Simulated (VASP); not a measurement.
Input of a VASP 6.6.1 run:

The input POSCAR:

```
Si
1.0
    3.7938082634      0.0000000000      0.0000000000
   -1.8969041317      3.2855343332      0.0000000000
    0.0000000000      0.0000000000      6.3620883869
Si
4
Direct
    0.3333333333      0.6666666667      0.0014363250
    0.6666666667      0.3333333333      0.5014363250
    0.3333333333      0.6666666667      0.3735636750
    0.6666666667      0.3333333333      0.8735636750
```

INCAR.step1

```
SYSTEM = Si
PREC = Accurate ; ENCUT = 520
ISMEAR = 0 ; SIGMA = 0.01
LREAL = .FALSE. ; LASPH = .TRUE.
NELM = 80 ; NBANDS = 16
GGA = PE ; ALGO = Normal
EDIFF = 1E-4 ; LWAVE = .TRUE.
LCHARG = .FALSE.
```

File INCAR.step2:

```
SYSTEM = Si
PREC = Accurate ; ENCUT = 520
EDIFF = 1E-7 ; ISMEAR = 0
SIGMA = 0.01 ; LREAL = .FALSE.
LASPH = .TRUE. ; NELM = 80
ALGO = Normal ; ISIF = 2
LWAVE = .FALSE. ; LCHARG = .FALSE.
METAGGA = R2SCAN ; LMIXTAU = .TRUE.
NBANDS = 16 ; ISTART = 1
```

Contents of KPOINTS:

```
Automatic mesh
0
G
  12 12 4
  0 0 0
```

Potentials or basis: VASP PAW PBE potentials, release 64 (Si).

Run with:

```sh
$ cat potpaw_PBE.64/Si/POTCAR > POTCAR
$ cp INCAR.step1 INCAR
$ mpirun -np 1 vasp_std > vasp.out
$ cp INCAR.step2 INCAR
$ mpirun -np 1 vasp_std > vasp.out
```

(1) Estimate the pressure.

(2) Estimate the band gap on the k mesh.

## Answers

(1) 1.4 GPa.

(2) 0.63 eV, indirect (least direct gap 1.56 eV).

Caveat: the cell differs from its parent crystal (epitaxial xy strain -1.0%); the PAW data sets were made with another functional, which shifts forces and pressure a little.
